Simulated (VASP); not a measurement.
# LiCl (Immm) in VASP: single point with r2SCAN

Aim: the single point of LiCl with r2SCAN.

All numbers are computed with VASP 6.6.1; they aren't measurements. Logs are shortened: lines on timing, memory, paths and dates and some standing lists are left out, and cuts for length are marked.

## 1. The cell of the first run

Symmetry: Immm, No. 71, orthorhombic system. The conventional cell has a = 3.579 Å, b = 3.651 Å, c = 5.112 Å, α = 90.00°, β = 90.00°, γ = 90.00°. Within 3.4 Å of Li (site symmetry mmm) lie 6 Cl at 2.56 Å. Cl (site symmetry mmm) has 6 Li at 2.56 Å within 3.4 Å.

## 2. Single point, r2SCAN (shear xy strain +2.0%)

Input file POSCAR:

```
LiCl
1.0
    0.0255603699      2.5560369926      2.5560369926
    2.5560369926      0.0255603699      2.5560369926
    2.5815973625      2.5815973625      0.0000000000
Li Cl
1 1
Direct
    0.0000000000      0.0000000000      0.0000000000
    0.5000000000      0.5000000000      0.5000000000
```

Input file INCAR.step1:

```
SYSTEM = LiCl
ALGO = Normal
EDIFF = 1E-4
ENCUT = 520
GGA = PE
ISMEAR = 0
LASPH = .TRUE.
LCHARG = .FALSE.
LREAL = .FALSE.
LWAVE = .TRUE.
NBANDS = 12
NELM = 80
PREC = Accurate
SIGMA = 0.01
```

Input file INCAR.step2:

```
SYSTEM = LiCl
ALGO = Normal
EDIFF = 1E-7
ENCUT = 520
ISIF = 2
ISMEAR = 0
ISTART = 1
LASPH = .TRUE.
LCHARG = .FALSE.
LMIXTAU = .TRUE.
LREAL = .FALSE.
LWAVE = .FALSE.
METAGGA = R2SCAN
NBANDS = 12
NELM = 80
PREC = Accurate
SIGMA = 0.01
```

Input file KPOINTS:

```
k-points
0
G
  8 8 8
  0 0 0
```

Potentials or basis: VASP PAW PBE potentials, release 64 (Li_sv, Cl).

The run is started by

```sh
$ cat potpaw_PBE.64/Li_sv/POTCAR potpaw_PBE.64/Cl/POTCAR > POTCAR
$ cp INCAR.step1 INCAR
$ mpirun -np 1 vasp_std > vasp.out
$ cp INCAR.step2 INCAR
$ mpirun -np 1 vasp_std > vasp.out
```

OUTCAR:

```text
SYSTEM = LiCl
   EDIFF = 1E-7
   ENCUT = 520
   ISIF = 2
   ISMEAR = 0
   ISTART = 1
   LASPH = .TRUE.
   LREAL = .FALSE.
   METAGGA = R2SCAN
   NELM = 80
   PREC = Accurate

 ion  position               nearest neighbor table
   1  0.000  0.000  0.000-   2 2.56   2 2.56   2 2.56   2 2.56   2 2.56   2 2.56
   2  0.500  0.500  0.500-   1 2.56   1 2.56   1 2.56   1 2.56   1 2.56   1 2.56

  LATTYP: Found a body centered orthorhombic cell.
 ALAT       =     3.5786343591
 B/A-ratio  =     1.0202020202
 C/A-ratio  =     1.4284985478

  Lattice vectors:

 A1 = (   2.5560369926,   0.0255603699,  -2.5560369926)
 A2 = (  -2.5560369926,  -0.0255603699,  -2.5560369926)
 A3 = (   0.0255603699,   2.5560369926,   2.5560369926)

Analysis of symmetry for initial positions (statically):
=====================================================================
 Subroutine PRICEL returns:
 Original cell was already a primitive cell.

 Routine SETGRP: Setting up the symmetry group for a
 body centered orthorhombic supercell.

 Subroutine GETGRP returns: Found  8 space group operations
 (whereof  8 operations were pure point group operations)
 out of a pool of  8 trial point group operations.

The static configuration has the point symmetry D_2h.

Analysis of symmetry for dynamics (positions and initial velocities):
=====================================================================
 Subroutine PRICEL returns:
 Original cell was already a primitive cell.

 Routine SETGRP: Setting up the symmetry group for a
 body centered orthorhombic supercell.

 Subroutine GETGRP returns: Found  8 space group operations
 (whereof  8 operations were pure point group operations)
 out of a pool of  8 trial point group operations.

The dynamic configuration has the point symmetry D_2h.

 Subroutine INISYM returns: Found  8 space group operations
 (whereof  8 operations are pure point group operations),
 and found     1 'primitive' translations

----------------------------------------------------------------------------------------

                                     Primitive cell

  volume of cell :      33.3955

  direct lattice vectors                    reciprocal lattice vectors
     0.025560370  2.556036993  2.556036993    -0.197591235  0.197591235  0.195615322
     2.556036993  0.025560370  2.556036993     0.197591235 -0.197591235  0.195615322
     2.581597363  2.581597363  0.000000000     0.193678537  0.193678537 -0.195615322

  length of vectors
     3.614872549  3.614872549  3.650930003     0.341101079  0.341101079  0.336582985

  position of ions in fractional coordinates (direct lattice)
     0.000000000  0.000000000  0.000000000
     0.500000000  0.500000000  0.500000000

  ion indices of the primitive-cell ions
   primitive index   ion index
                 1           1
                 2           2

----------------------------------------------------------------------------------------

 KPOINTS: k-points

Automatic generation of k-mesh.
 Grid dimensions read from file:
 generate k-points for:    8    8    8

 Generating k-lattice:

  Cartesian coordinates                     Fractional coordinates (reciprocal lattice)
    -0.024698904  0.024698904  0.024451915     0.125000000  0.000000000  0.000000000
     0.024698904 -0.024698904  0.024451915     0.000000000  0.125000000  0.000000000
     0.024209817  0.024209817 -0.024451915     0.000000000  0.000000000  0.125000000

  Length of vectors
     0.042637635  0.042637635  0.042072873

  Shift w.r.t. Gamma in fractional coordinates (k-lattice)
     0.000000000  0.000000000  0.000000000

 Subroutine IBZKPT returns following result:
 ===========================================

 Found     95 irreducible k-points:

 Following reciprocal coordinates:
            Coordinates               Weight
  0.000000  0.000000  0.000000      1.000000
  0.125000  0.000000  0.000000      4.000000
  0.250000  0.000000  0.000000      4.000000
  0.375000  0.000000  0.000000      4.000000
  0.500000  0.000000  0.000000      2.000000
  0.125000  0.125000  0.000000      2.000000
[... 16 lines left out ...]
  0.125000  0.000000  0.125000      4.000000
  0.250000  0.000000  0.125000      8.000000
 [... further k-points ...]
   k-points           NKPTS =     95   k-points in BZ     NKDIM =     95   number of bands    NBANDS=     12
   number of dos      NEDOS =    301   number of ions     NIONS =      2
   total plane-waves  NPLWV =  21952
   dimension x,y,z NGX =    28 NGY =   28 NGZ =   28
   dimension x,y,z NGXF=    56 NGYF=   56 NGZF=   56
   ions per type =               1   1
   NGX,Y,Z   is equivalent  to a cutoff of  12.88, 12.88, 12.75 a.u.
   NGXF,Y,Z  is equivalent  to a cutoff of  25.75, 25.75, 25.50 a.u.
 SYSTEM =  LiCl
   PREC   = accura    normal or accurate (medium, high low for compatibility)
   ISTART =      1    job   : 0-new  1-cont  2-samecut
   ICHARG =      0    charge: 1-file 2-atom 10-const
   ISPIN  =      1    spin polarized calculation?
   LNONCOLLINEAR =      F non collinear calculations
   LSORBIT =      F    spin-orbit coupling
   LASPH  =      T    aspherical Exc in radial PAW
   ENCUT  =  520.0 eV  38.22 Ry    6.18 a.u.   6.72  6.72  6.79*2*pi/ulx,y,z
   NELM   =     80;   NELMIN=  2; NELMDL=  0     # of ELM steps
   EDIFF  = 0.1E-06   stopping-criterion for ELM
   LREAL  =      F    real-space projection
   EDIFFG = 0.1E-05   stopping-criterion for IOM
   NSW    =      0    number of steps for IOM
   IBRION =     -1    ionic relax: 0-MD 1-quasi-New 2-CG
   NFREE  =      0    steps in history (QN), initial steepest desc. (CG)
   ISIF   =      2    stress and relaxation
   ISYM   =      2    0-nonsym 1-usesym 2-fastsym
   POTIM  = 0.5000    time-step for ionic-motion
   TEBEG  =    0.0;   TEEND  =   0.0 temperature during run
   PSTRESS=    0.0 pullay stress
   NELECT =      10.0000    total number of electrons
   NUPDOWN=      -1.0000    fix difference up-down
   EMIN   =  10.00;   EMAX   =-10.00  energy-range for DOS
   EFERMI =   0.00;   METHOD = LEGACY
   ISMEAR =     0;   SIGMA  =   0.01  broadening in eV -4-tet -1-fermi 0-gaus
   EFERMI_NEDOS =   21; number of points for ismear=-14 and -15
   IALGO  =     38    algorithm
   IMIX   =      4    mixing-type and parameters
     AMIX     =   0.40;   BMIX     =  1.00
     AMIX_MAG =   1.60;   BMIX_MAG =  1.00
  volume/ion in A,a.u.               =      16.70       112.68
  Fermi-wavevector in a.u.,A,eV,Ry     =   1.095247  2.069717 16.321094  1.199567
  Thomas-Fermi vector in A             =   2.231567
   LORBIT       =      0    0 simple, 1 ext, 2 COOP (PROOUT), +10 PAW based schemes
   METAGGA = R2SCAN    functional components
   LHFCALC =     F    Hartree Fock is set to
   AEXX    =    0.0000 exact exchange contribution
   IVDW    =     0    specifies the selected vdW correction
   LEPSILON=     F    determine dielectric tensor
   LRPA    =     F    only Hartree local field effects (RPA)
 non-spin polarized calculation
 Gauss-broadening in eV      SIGMA  =   0.01
  energy-cutoff  :      520.00
  volume of cell :       33.40
 maximum number of plane-waves:       922
   NGX = 13   NGY = 13   NGZ = 13

 number of electron      10.0000003 magnetization

 Free energy of the ion-electron system (eV)
  ---------------------------------------------------
  ext. energy  EPLUGINS =         0.00000000
  ---------------------------------------------------
  free energy    TOTEN  =       -12.58690072 eV

  energy without entropy =      -12.58690072  energy(sigma->0) =      -12.58690072

 E-fermi :   0.5754     XC(G=0):  -9.2108

 val. band max:        0.3321593923   @ k =   0.0000   0.0000   0.0000
 cond. band min:       7.6275738898   @ k =   0.0000   0.0000   0.0000
 fundamental gap:      7.2954144974
 Fermi energy:         0.5754288754

 k-point     1 :       0.0000    0.0000    0.0000
  band No.  band energies     occupation
      1     -44.5331      2.00000
      2     -13.7531      2.00000
      3       0.2059      2.00000
      4       0.2668      2.00000
      5       0.3322      2.00000
      6       7.6276      0.00000
      7      12.7720      0.00000
      8      12.9418      0.00000
      9      13.1090      0.00000
     10      15.6760      0.00000
     11      15.6806      0.00000
     12      16.1596      0.00000

 k-point     2 :       0.1250    0.0000    0.0000
  band No.  band energies     occupation
      1     -44.5328      2.00000
      2     -13.6717      2.00000
      3      -0.2230      2.00000
      4       0.1624      2.00000
      5       0.2401      2.00000
      6       8.0714      0.00000
      7      12.2845      0.00000
      8      12.7852      0.00000
      9      12.9715      0.00000
     10      14.1879      0.00000
     11      14.2850      0.00000
     12      16.5998      0.00000

 k-point     3 :       0.2500    0.0000    0.0000
  band No.  band energies     occupation
      1     -44.5317      2.00000
      2     -13.4639      2.00000
      3      -1.3102      2.00000
      4       0.0631      2.00000
      5       0.1263      2.00000
      6       8.3793      0.00000
      7      11.7106      0.00000
      8      11.8264      0.00000
      9      12.2658      0.00000
     10      14.9367      0.00000
     11      15.1502      0.00000
     12      17.1449      0.00000
[... 286 lines left out ...]
 k-point    23 :       0.1250    0.0000    0.1250
  band No.  band energies     occupation
      1     -44.5326      2.00000
      2     -13.6465      2.00000
      3      -0.2062      2.00000
      4       0.0779      2.00000
      5       0.0868      2.00000
      6       8.3316      0.00000
      7      11.9228      0.00000
      8      12.7015      0.00000
      9      13.1308      0.00000
     10      13.1368      0.00000
     11      15.9412      0.00000
     12      17.0666      0.00000

 k-point    24 :       0.2500    0.0000    0.1250
  band No.  band energies     occupation
      1     -44.5318      2.00000
      2     -13.4768      2.00000
      3      -1.0229      2.00000
      4      -0.1031      2.00000
      5      -0.0364      2.00000
      6       8.9615      0.00000
      7      11.3001      0.00000
      8      11.4862      0.00000
      9      12.7951      0.00000
     10      13.9343      0.00000
     11      16.0284      0.00000
     12      17.7418      0.00000

 [... further k-points ...]

------------------------ aborting loop because EDIFF is reached ----------------------------------------

  FORCE on cell =-STRESS in cart. coord.  units (eV):
  Direction    XX          YY          ZZ          XY          YZ          ZX
  --------------------------------------------------------------------------------------
  -------------------------------------------------------------------------------------
  Total       -0.1037321     -0.1037321     -0.1043119     -0.1186164      0.0000000      0.0000000
  in kB       -4.9766343     -4.9766343     -5.0044509     -5.6907212      0.0000000      0.0000000
  external PRESSURE =      -4.9859065 kB  Pullay stress =       0.0000000 kB

 VOLUME and BASIS-vectors are now :
 -----------------------------------------------------------------------------
  energy-cutoff  :      520.00
  volume of cell :       33.40
      direct lattice vectors                 reciprocal lattice vectors
     0.025560370  2.556036993  2.556036993    -0.197591235  0.197591235  0.195615322
     2.556036993  0.025560370  2.556036993     0.197591235 -0.197591235  0.195615322
     2.581597363  2.581597363  0.000000000     0.193678537  0.193678537 -0.195615322

 POSITION                                       TOTAL-FORCE (eV/Angst)
 -----------------------------------------------------------------------------------
      0.00000      0.00000      0.00000        -0.000000     -0.000000      0.000000
      2.58160      2.58160      2.55604         0.000000      0.000000     -0.000000
 -----------------------------------------------------------------------------------
    total drift:                                0.000000      0.000000      0.000000

  FREE ENERGIE OF THE ION-ELECTRON SYSTEM (eV)
  ---------------------------------------------------
  free  energy   TOTEN  =       -12.5869007205 eV

  energy  without entropy=      -12.5869007205  energy(sigma->0) =      -12.58690072
```

Run time: 80 s. Hardware: 1 thread of Intel Xeon 6975P-C (Granite Rapids), shared host; peak memory 0.17 GiB.

Results:

```
Free energy            : -12.5869 eV
Band gap on the k mesh : 7.30 eV, direct
```

Levels at points of the mesh, in eV from the valence-band top:
```tsv
k point	band 3	band 4	band 5	band 6	band 7	band 8
(0.00, 0.00, 0.00)	-0.13	-0.07	0.00	7.30	12.44	12.61
(0.50, 0.00, 0.00)	-2.94	-0.40	-0.35	7.43	10.12	10.25
(0.50, 0.50, 0.00)	-3.05	-1.30	-1.11	8.66	8.92	13.60
(0.00, 0.00, 0.50)	-2.96	-0.33	-0.28	7.54	10.26	10.40
(0.50, 0.00, 0.50)	-3.05	-1.21	-1.21	8.73	8.85	13.59
```

Caveat: the cell differs from its parent crystal (shear xy strain +2.0%); the cutoff is under 1.25 times the usual one of these potentials, so pressure, stress and relaxed cells hold a basis-set (Pulay) error; the PAW data sets were made with another functional, which shifts forces and pressure a little. A k mesh can miss the band edges.
